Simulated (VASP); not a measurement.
# NaCl (Pm-3m) in VASP: a series of runs

NaCl is run at these levels: PBEsol; tasks: single point.

Program: VASP 6.6.1. These are calculated values, not measurements. Logs are shortened: lines on timing, memory, paths and dates and some standing lists are left out, and cuts for length are marked.

## (1) The cell of the first run

Symmetry: Pm-3m, No. 221, cubic system. The conventional cell has a = 2.860 Å, b = 2.860 Å, c = 2.860 Å, α = 90.00°, β = 90.00°, γ = 90.00°. Na (site symmetry m-3m) has 8 Cl at 2.48 Å and 6 Na at 2.86 Å within 3.3 Å. Cl (site symmetry m-3m) has 8 Na at 2.48 Å and 6 Cl at 2.86 Å within 3.3 Å.

## (2) Single point, PBEsol

Contents of INCAR:

```
SYSTEM = NaCl
PREC = Accurate
ENCUT = 500
EDIFF = 1E-6
ISMEAR = 0
SIGMA = 0.05
LREAL = .FALSE.
LASPH = .TRUE.
NELM = 120
ALGO = Normal
ISIF = 2
LWAVE = .FALSE.
LCHARG = .FALSE.
GGA = PS
NBANDS = 14
GGA_COMPAT = .FALSE.
```

Contents of KPOINTS:

```
Automatic mesh
0
G
  12 12 12
  0 0 0
```

Contents of POSCAR:

```
NaCl
1.0
    2.8600017931      0.0000000000      0.0000000000
    0.0000000000      2.8600017931      0.0000000000
    0.0000000000      0.0000000000      2.8600017931
Na Cl
1 1
Direct
    0.0000000000      0.0000000000      0.0000000000
    0.5000000000      0.5000000000      0.5000000000
```

Potentials or basis: VASP PAW PBE potentials, release 64 (Na_pv, Cl).

Started as:

```sh
> cat potpaw_PBE.64/Na_pv/POTCAR potpaw_PBE.64/Cl/POTCAR > POTCAR
> mpirun -np 1 vasp_std > vasp.out
```

OUTCAR:

```text
SYSTEM = NaCl
   PREC = Accurate
   ENCUT = 500
   EDIFF = 1E-6
   ISMEAR = 0
   LREAL = .FALSE.
   LASPH = .TRUE.
   NELM = 120
   ISIF = 2
   GGA = PS

 ion  position               nearest neighbor table
   1  0.000  0.000  0.000-   2 2.48   2 2.48   2 2.48   2 2.48   2 2.48   2 2.48   2 2.48   2 2.48

   2  0.500  0.500  0.500-   1 2.48   1 2.48   1 2.48   1 2.48   1 2.48   1 2.48   1 2.48   1 2.48

  LATTYP: Found a simple cubic cell.
 ALAT       =     2.8600017931

  Lattice vectors:

 A1 = (   2.8600017931,   0.0000000000,   0.0000000000)
 A2 = (   0.0000000000,   2.8600017931,   0.0000000000)
 A3 = (   0.0000000000,   0.0000000000,   2.8600017931)

Analysis of symmetry for initial positions (statically):
=====================================================================
 Subroutine PRICEL returns:
 Original cell was already a primitive cell.

 Routine SETGRP: Setting up the symmetry group for a
 simple cubic supercell.

 Subroutine GETGRP returns: Found 48 space group operations
 (whereof 48 operations were pure point group operations)
 out of a pool of 48 trial point group operations.

The static configuration has the point symmetry O_h .

Analysis of symmetry for dynamics (positions and initial velocities):
=====================================================================
 Subroutine PRICEL returns:
 Original cell was already a primitive cell.

 Routine SETGRP: Setting up the symmetry group for a
 simple cubic supercell.

 Subroutine GETGRP returns: Found 48 space group operations
 (whereof 48 operations were pure point group operations)
 out of a pool of 48 trial point group operations.

The dynamic configuration has the point symmetry O_h .

 Subroutine INISYM returns: Found 48 space group operations
 (whereof 48 operations are pure point group operations),
 and found     1 'primitive' translations

----------------------------------------------------------------------------------------

                                     Primitive cell

  volume of cell :      23.3937

  direct lattice vectors                    reciprocal lattice vectors
     2.860001793  0.000000000  0.000000000     0.349650130  0.000000000  0.000000000
     0.000000000  2.860001793  0.000000000     0.000000000  0.349650130  0.000000000
     0.000000000  0.000000000  2.860001793     0.000000000  0.000000000  0.349650130

  length of vectors
     2.860001793  2.860001793  2.860001793     0.349650130  0.349650130  0.349650130

  position of ions in fractional coordinates (direct lattice)
     0.000000000  0.000000000  0.000000000
     0.500000000  0.500000000  0.500000000

  ion indices of the primitive-cell ions
   primitive index   ion index
                 1           1
                 2           2

----------------------------------------------------------------------------------------

 KPOINTS: Automatic mesh

Automatic generation of k-mesh.
 Grid dimensions read from file:
 generate k-points for:   12   12   12

 Generating k-lattice:

  Cartesian coordinates                     Fractional coordinates (reciprocal lattice)
     0.029137511  0.000000000  0.000000000     0.083333333  0.000000000  0.000000000
     0.000000000  0.029137511  0.000000000     0.000000000  0.083333333  0.000000000
     0.000000000  0.000000000  0.029137511     0.000000000  0.000000000  0.083333333

  Length of vectors
     0.029137511  0.029137511  0.029137511

  Shift w.r.t. Gamma in fractional coordinates (k-lattice)
     0.000000000  0.000000000  0.000000000

 Subroutine IBZKPT returns following result:
 ===========================================

 Found     84 irreducible k-points:

 Following reciprocal coordinates:
            Coordinates               Weight
  0.000000  0.000000  0.000000      1.000000
  0.083333  0.000000  0.000000      6.000000
  0.166667  0.000000  0.000000      6.000000
  0.250000  0.000000  0.000000      6.000000
  0.333333  0.000000  0.000000      6.000000
  0.416667  0.000000  0.000000      6.000000
[... 16 lines left out ...]
  0.333333  0.333333  0.000000     12.000000
  0.416667  0.333333  0.000000     24.000000
 [... further k-points ...]
   k-points           NKPTS =     84   k-points in BZ     NKDIM =     84   number of bands    NBANDS=     14
   number of dos      NEDOS =    301   number of ions     NIONS =      2
   total plane-waves  NPLWV =  13824
   dimension x,y,z NGX =    24 NGY =   24 NGZ =   24
   dimension x,y,z NGXF=    48 NGYF=   48 NGZF=   48
   ions per type =               1   1
   NGX,Y,Z   is equivalent  to a cutoff of  13.95, 13.95, 13.95 a.u.
   NGXF,Y,Z  is equivalent  to a cutoff of  27.90, 27.90, 27.90 a.u.
 SYSTEM =  NaCl
   PREC   = accura    normal or accurate (medium, high low for compatibility)
   ISTART =      0    job   : 0-new  1-cont  2-samecut
   ICHARG =      2    charge: 1-file 2-atom 10-const
   ISPIN  =      1    spin polarized calculation?
   LNONCOLLINEAR =      F non collinear calculations
   LSORBIT =      F    spin-orbit coupling
   LASPH  =      T    aspherical Exc in radial PAW
   ENCUT  =  500.0 eV  36.75 Ry    6.06 a.u.   5.21  5.21  5.21*2*pi/ulx,y,z
   NELM   =    120;   NELMIN=  2; NELMDL= -5     # of ELM steps
   EDIFF  = 0.1E-05   stopping-criterion for ELM
   LREAL  =      F    real-space projection
   EDIFFG = 0.1E-04   stopping-criterion for IOM
   NSW    =      0    number of steps for IOM
   IBRION =     -1    ionic relax: 0-MD 1-quasi-New 2-CG
   NFREE  =      0    steps in history (QN), initial steepest desc. (CG)
   ISIF   =      2    stress and relaxation
   ISYM   =      2    0-nonsym 1-usesym 2-fastsym
   POTIM  = 0.5000    time-step for ionic-motion
   TEBEG  =    0.0;   TEEND  =   0.0 temperature during run
   PSTRESS=    0.0 pullay stress
   NELECT =      14.0000    total number of electrons
   NUPDOWN=      -1.0000    fix difference up-down
   EMIN   =  10.00;   EMAX   =-10.00  energy-range for DOS
   EFERMI =   0.00;   METHOD = LEGACY
   ISMEAR =     0;   SIGMA  =   0.05  broadening in eV -4-tet -1-fermi 0-gaus
   EFERMI_NEDOS =   21; number of points for ismear=-14 and -15
   IALGO  =     38    algorithm
   IMIX   =      4    mixing-type and parameters
     AMIX     =   0.40;   BMIX     =  1.00
     AMIX_MAG =   1.60;   BMIX_MAG =  1.00
  volume/ion in A,a.u.               =      11.70        78.93
  Fermi-wavevector in a.u.,A,eV,Ry     =   1.379594  2.607054 25.895680  1.903279
  Thomas-Fermi vector in A             =   2.504549
   LORBIT       =      0    0 simple, 1 ext, 2 COOP (PROOUT), +10 PAW based schemes
   GGA     = PS    functional components
   LHFCALC =     F    Hartree Fock is set to
   AEXX    =    0.0000 exact exchange contribution
   IVDW    =     0    specifies the selected vdW correction
   LEPSILON=     F    determine dielectric tensor
   LRPA    =     F    only Hartree local field effects (RPA)
 non-spin polarized calculation
 Gauss-broadening in eV      SIGMA  =   0.05
  energy-cutoff  :      500.00
  volume of cell :       23.39
 maximum number of plane-waves:       624
 NGX is ok and might be reduce to    24
   NGX = 11   NGY = 11   NGZ = 11

 number of electron      13.9999997 magnetization

 Free energy of the ion-electron system (eV)
  ---------------------------------------------------
  ext. energy  EPLUGINS =         0.00000000
  ---------------------------------------------------
  free energy    TOTEN  =        -4.78019937 eV

  energy without entropy =       -4.78019937  energy(sigma->0) =       -4.78019937

 E-fermi :   7.0122     XC(G=0): -11.5614

 val. band max:        6.7630307300   @ k =   0.5000   0.5000   0.0000
 cond. band min:      10.9650932950   @ k =   0.5000   0.5000   0.0000
 fundamental gap:      4.2020625650
 Fermi energy:         7.0122026462

 k-point     1 :       0.0000    0.0000    0.0000
  band No.  band energies     occupation
      1     -15.8192      2.00000
      2     -15.8192      2.00000
      3     -15.8192      2.00000
      4     -10.2458      2.00000
      5       5.4834      2.00000
      6       5.4834      2.00000
      7       5.4834      2.00000
      8      13.2578      0.00000
      9      13.2578      0.00000
     10      13.9581      0.00000
     11      24.5998      0.00000
     12      24.5998      0.00000
     13      24.5998      0.00000
     14      29.0607      0.00000

 k-point     2 :       0.0833    0.0000    0.0000
  band No.  band energies     occupation
      1     -15.8527      2.00000
      2     -15.8167      2.00000
      3     -15.8167      2.00000
      4     -10.1502      2.00000
      5       4.8966      2.00000
      6       5.5128      2.00000
      7       5.5128      2.00000
      8      13.3686      0.00000
      9      13.6525      0.00000
     10      14.4339      0.00000
     11      23.9378      0.00000
     12      23.9378      0.00000
     13      24.6798      0.00000
     14      28.3727      0.00000

 k-point     3 :       0.1667    0.0000    0.0000
  band No.  band energies     occupation
      1     -15.9413      2.00000
      2     -15.8098      2.00000
      3     -15.8098      2.00000
      4      -9.8808      2.00000
      5       3.5976      2.00000
      6       5.5952      2.00000
      7       5.5952      2.00000
      8      13.6966      0.00000
      9      14.0897      0.00000
     10      16.0980      0.00000
     11      22.6310      0.00000
     12      22.6310      0.00000
     13      24.9104      0.00000
     14      26.4747      0.00000
[... 324 lines left out ...]
 k-point    23 :       0.3333    0.3333    0.0000
  band No.  band energies     occupation
      1     -16.0810      2.00000
      2     -16.0181      2.00000
      3     -15.7674      2.00000
      4      -8.3258      2.00000
      5       1.7464      2.00000
      6       2.0285      2.00000
      7       6.3476      2.00000
      8      13.4071      0.00000
      9      16.2598      0.00000
     10      20.3383      0.00000
     11      20.6189      0.00000
     12      20.9732      0.00000
     13      21.9312      0.00000
     14      26.2105      0.00000

 k-point    24 :       0.4167    0.3333    0.0000
  band No.  band energies     occupation
      1     -16.1136      2.00000
      2     -16.0180      2.00000
      3     -15.7616      2.00000
      4      -8.1102      2.00000
      5       1.1369      2.00000
      6       2.1782      2.00000
      7       6.4883      2.00000
      8      12.5487      0.00000
      9      16.6907      0.00000
     10      19.7180      0.00000
     11      20.5323      0.00000
     12      21.5022      0.00000
     13      21.9651      0.00000
     14      26.7335      0.00000

 [... further k-points ...]

------------------------ aborting loop because EDIFF is reached ----------------------------------------

  FORCE on cell =-STRESS in cart. coord.  units (eV):
  Direction    XX          YY          ZZ          XY          YZ          ZX
  --------------------------------------------------------------------------------------
  -------------------------------------------------------------------------------------
  Total        8.7658910      8.7658910      8.7658910      0.0000000     -0.0000000      0.0000000
  in kB      600.3544447    600.3544447    600.3544447      0.0000000     -0.0000000      0.0000000
  external PRESSURE =     600.3544447 kB  Pullay stress =       0.0000000 kB

 VOLUME and BASIS-vectors are now :
 -----------------------------------------------------------------------------
  energy-cutoff  :      500.00
  volume of cell :       23.39
      direct lattice vectors                 reciprocal lattice vectors
     2.860001793  0.000000000  0.000000000     0.349650130  0.000000000  0.000000000
     0.000000000  2.860001793  0.000000000     0.000000000  0.349650130  0.000000000
     0.000000000  0.000000000  2.860001793     0.000000000  0.000000000  0.349650130

 POSITION                                       TOTAL-FORCE (eV/Angst)
 -----------------------------------------------------------------------------------
      0.00000      0.00000      0.00000         0.000000      0.000000      0.000000
      1.43000      1.43000      1.43000         0.000000      0.000000      0.000000
 -----------------------------------------------------------------------------------
    total drift:                                0.000000     -0.000000     -0.000000

  FREE ENERGIE OF THE ION-ELECTRON SYSTEM (eV)
  ---------------------------------------------------
  free  energy   TOTEN  =        -4.7801993658 eV

  energy  without entropy=       -4.7801993658  energy(sigma->0) =       -4.78019937
```

Wall time 27 s (1 thread of Intel Xeon 8259CL, shared host); peak memory 0.14 GiB.

Results:

```
Free energy            : -4.7802 eV
Pressure               : 60.0 GPa
Band gap on the k mesh : 4.20 eV
```

Levels at points of the mesh, in eV from the valence-band top:
| k point | band 4 | band 5 | band 6 | band 7 | band 8 | band 9 | band 10 | band 11 |
| --- | --- | --- | --- | --- | --- | --- | --- | --- |
| (0.00, 0.00, 0.00) | -17.01 | -1.28 | -1.28 | -1.28 | 6.49 | 6.49 | 7.20 | 17.84 |
| (0.50, 0.00, 0.00) | -15.32 | -7.00 | -0.80 | -0.80 | 9.07 | 9.16 | 12.66 | 12.66 |
| (0.50, 0.50, 0.00) | -14.57 | -5.42 | -5.42 | 0.00 | 4.20 | 10.61 | 12.72 | 12.72 |
| (0.50, 0.50, 0.50) | -13.34 | -4.84 | -4.84 | -4.84 | 6.14 | 6.14 | 6.14 | 16.92 |

Caveat: the cell stands under pressure; the PAW data sets were made with another functional, which shifts forces and pressure a little. As with any semilocal functional, this PBEsol gap is likely too small.

## (3) Single point, PBEsol

Contents of INCAR:

```
  PREC = Accurate
  ENCUT = 500
  EDIFF = 1E-6
  ISMEAR = 0
  SIGMA = 0.05
  LREAL = F
  LASPH = T
  NELM = 120
  ALGO = Normal
  ISIF = 2
  LWAVE = F
  LCHARG = F
  GGA = PS
  NBANDS = 14
  GGA_COMPAT = F
```

Contents of KPOINTS:

```
regular mesh
0
Gamma
  12 12 12
```

POSCAR is that of step 2.

Potentials or basis: VASP PAW PBE potentials, release 64 (Na_pv, Cl).

Started as:

```sh
> cat potpaw_PBE.64/Na_pv/POTCAR potpaw_PBE.64/Cl/POTCAR > POTCAR
> mpirun -np 1 vasp_std > vasp.out
```

Run time: 32 s. Hardware: 1 thread of Intel Xeon 8259CL, shared host; peak memory 0.14 GiB.

The run converged. Its results:

* Free energy: -4.7802 eV
* Pressure: 60.0 GPa
* Band gap on the k mesh: 4.20 eV

Levels at points of the mesh, in eV from the valence-band top:
```csv
k point,band 5,band 6,band 7,band 8,band 9,band 10
"(0.00, 0.00, 0.00)",-1.28,-1.28,-1.28,6.49,6.49,7.20
"(0.50, 0.00, 0.00)",-7.00,-0.80,-0.80,9.07,9.16,12.66
"(0.50, 0.50, 0.00)",-5.42,-5.42,0.00,4.20,10.61,12.72
"(0.50, 0.50, 0.50)",-4.84,-4.84,-4.84,6.14,6.14,6.14
```

Caveat: the cell stands under pressure; the PAW data sets were made with another functional, which shifts forces and pressure a little.
